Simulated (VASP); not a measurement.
# Al2Cl: single point with PBE

Crystal: Al2Cl.

```
Al Cl
1.0
     3.78917    0.00000    0.00000
     0.00000    3.78917    0.00000
     0.00000    0.00000    4.76684
Al Cl
2 1
Direct
  0.49998 0.00236 0.34835
  0.99378 0.48434 0.34104
  0.99496 0.99427 0.39045
```

```
Program             : VASP 6.6.1
Task                : single point
Functional          : PBE
Potentials or basis : VASP PAW PBE potentials, release 64 (Al, Cl)
Cutoff              : 520 eV
k mesh              : 5 × 5 × 4
Occupations         : methfessel-paxton, width 0.05 eV
Spin                : no spin polarisation
```

The pressure is 51.1 GPa and the largest force is 5.105 eV/Å. The band gap on the k mesh is zero (an odd number of electrons rules out a gap without spin polarisation).

Forces on the atoms (eV/Å):
```
Al  -1.250  0.150 -1.929
Al   0.031  2.503 -2.259
Cl   1.220 -2.653  4.187
```

Stress tensor (GPa, compression positive):
```
78.35 -0.03  0.56
-0.03 77.36 -1.43
 0.56 -1.43 -2.26
```

Levels at points of the mesh, in eV from the Fermi level:
```csv
k point,band 4,band 5,band 6,band 7,band 8,band 9
"(0.00, 0.00, 0.00)",-9.19,-4.83,-0.78,0.72,2.68,2.72
"(0.00, 0.00, 0.50)",-9.43,-4.40,-0.61,-0.07,2.70,3.40
```

It took 67 s on 1 thread of Intel Xeon 8259CL (shared host), peak memory 0.19 GiB.

Caveat: the cell stands under pressure; an odd number of electrons without spin polarisation forces a metal; a magnetic or distorted state may lie lower.
